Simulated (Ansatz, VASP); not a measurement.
## One calculation of KI, two programs

```
CELL_PARAMETERS angstrom
0.00000 3.34607 3.54457
3.34607 0.00000 3.54457
3.34607 3.34607 0.00000
ATOMIC_POSITIONS crystal
K 0.00000 0.00000 0.00000
I 0.50000 0.50000 0.50000
```

Change from the starting cell: biaxial_xy strain -5.6%.

Alike in both runs: task single point; functional HSE06; k mesh 4 × 4 × 4; no spin polarisation.

```csv
,VASP,Ansatz
version,VASP 6.6.1,Ansatz 0.2.0
potentials or method,"VASP PAW PBE potentials, release 64 (K_sv, I)","plane waves, PAW"
plane-wave cutoff (eV),520,420
occupations,"gaussian, width 0.01 eV",fixed
valence electrons in the cell,16,26
```

Ansatz gave:

| Property | Result |
| --- | --- |
| gap on the k mesh at the Fermi level (eV) | 5.22 |
| pressure (GPa) | 2.3 |
| traceless stress, the component that is largest in VASP (GPa) | -1.56 |

Task: Estimate VASP's values.

Result: gap on the k mesh at the Fermi level (eV): 5.21; pressure (GPa): 2.4; traceless stress, the component that is largest in VASP (GPa): -1.57.

VASP's potentials hold 16 valence electrons a cell and Ansatz's 26, so a difference there can come from the potentials and not from the codes. Ansatz's warnings: stress exchange threshold loose, stress scf threshold loose.

Neither program's run includes spin-orbit coupling.
